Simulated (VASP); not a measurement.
A run of VASP 6.6.1 is set up as follows.

POSCAR

```
Pt
1.0
    2.8011586859      0.0000000000      0.0000000000
   -1.4005793429      2.4258745820      0.0000000000
    0.0000000000      0.0000000000      9.4029662688
Pt
4
Direct
    1.0000000000      1.0000000000      0.0000000000
    1.0000000000      1.0000000000      0.5000000000
    0.3333333333      0.6666666667      0.2500000000
    0.6666666667      0.3333333333      0.7500000000
```

Contents of INCAR.step1:

```
PREC = Accurate
ENCUT = 550
ISMEAR = -1
SIGMA = 0.1
LREAL = False
LASPH = True
NELM = 120
NBANDS = 28
GGA = PE
ALGO = Normal
EDIFF = 1E-5
LWAVE = True
LCHARG = False
GGA_COMPAT = False
```

File INCAR.step2:

```
PREC = Accurate
ENCUT = 550
EDIFF = 1E-6
ISMEAR = -1
SIGMA = 0.1
LREAL = False
LASPH = True
NELM = 120
ALGO = Normal
ISIF = 2
LWAVE = False
LCHARG = False
METAGGA = R2SCAN
LMIXTAU = True
NBANDS = 28
ISTART = 1
GGA_COMPAT = False
```

Contents of KPOINTS:

```
regular mesh
0
Gamma
  15 15 4
```

Potentials or basis: VASP PAW PBE potentials, release 64 (Pt).

The run is started by

```console
$ cat potpaw_PBE.64/Pt/POTCAR > POTCAR
$ cp INCAR.step1 INCAR
$ mpirun -np 1 vasp_std > vasp.out
$ cp INCAR.step2 INCAR
$ mpirun -np 1 vasp_std > vasp.out
```

Task: What does it give for the pressure?

Result: -8.9 GPa.

Task: Estimate the band gap on the k mesh.

Result: Zero (bands 20 and 21 overlap by 1.31 eV).

Stress tensor (GPa, compression positive):
```
-9.14  0.00  0.00
 0.00 -9.14  0.00
 0.00  0.00 -8.43
```

Caveat: the cell stands under tension; the PAW data sets were made with another functional, which shifts forces and pressure a little; spin-orbit coupling is left out, which moves the levels of the heavy elements.
